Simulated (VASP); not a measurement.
**Au: single point with PBEsol**

The system is Au.

```
Au
1.0
     3.08643    0.00000    0.00000
    -1.54322    2.67293    0.00000
     0.00000    0.00000    4.12839
Au
2
Cartesian
  0.0000 1.7820 3.0963
  1.5432 0.8910 1.0321
```

This cell differs from its parent crystal: ratio of the length along z to the lengths across it x 0.8, volume and fractional coordinates fixed.

```json
{
  "Program": "VASP 6.6.1",
  "Task": "single point",
  "Functional": "PBEsol",
  "Potentials or basis": "VASP PAW PBE potentials, release 64 (Au)",
  "Cutoff": "520 eV",
  "k mesh": "24 × 24 × 14",
  "Occupations": "gaussian, width 0.15 eV",
  "Spin": "no spin polarisation",
  "Dipole correction": "no",
  "Further INCAR settings": "ALGO = Fast; EDIFF = 1e-07; NBANDS = 18"
}
```

The pressure is 7.2 GPa and the band gap on the k mesh is zero (band 11 reaches 12.84 eV, above the bottom of band 12 at 6.93 eV).

Stress tensor (GPa, compression positive):
```
 1.78  0.00  0.00
 0.00  1.78  0.00
 0.00  0.00 18.15
```

Levels at points of the mesh, in eV from the Fermi level:
| k point | band 7 | band 8 | band 9 | band 10 | band 11 | band 12 | band 13 | band 14 | band 15 | band 16 |
| --- | --- | --- | --- | --- | --- | --- | --- | --- | --- | --- |
| (0.00, 0.00, 0.00) | -3.91 | -3.91 | -3.34 | -1.96 | -1.96 | 0.97 | 5.99 | 13.45 | 15.39 | 15.39 |
| (0.50, 0.00, 0.00) | -3.08 | -2.65 | -2.05 | -1.18 | -0.47 | 0.41 | 7.87 | 7.91 | 8.99 | 9.44 |
| (0.00, 0.00, 0.50) | -4.14 | -4.14 | -2.24 | -2.24 | -2.24 | -2.24 | 13.30 | 13.30 | 16.14 | 16.14 |
| (0.50, 0.00, 0.50) | -2.47 | -2.47 | -2.19 | -2.19 | 0.18 | 0.18 | 3.98 | 3.98 | 12.72 | 12.72 |

It took 2.3 min on 1 thread of Intel(R) Xeon(R) Platinum 8488C (Sapphire Rapids), on a shared host, peak memory 0.35 GiB.

Caveat: the PAW data sets were made with another functional, which shifts forces and pressure a little; spin-orbit coupling is left out, which moves the levels of the heavy elements.
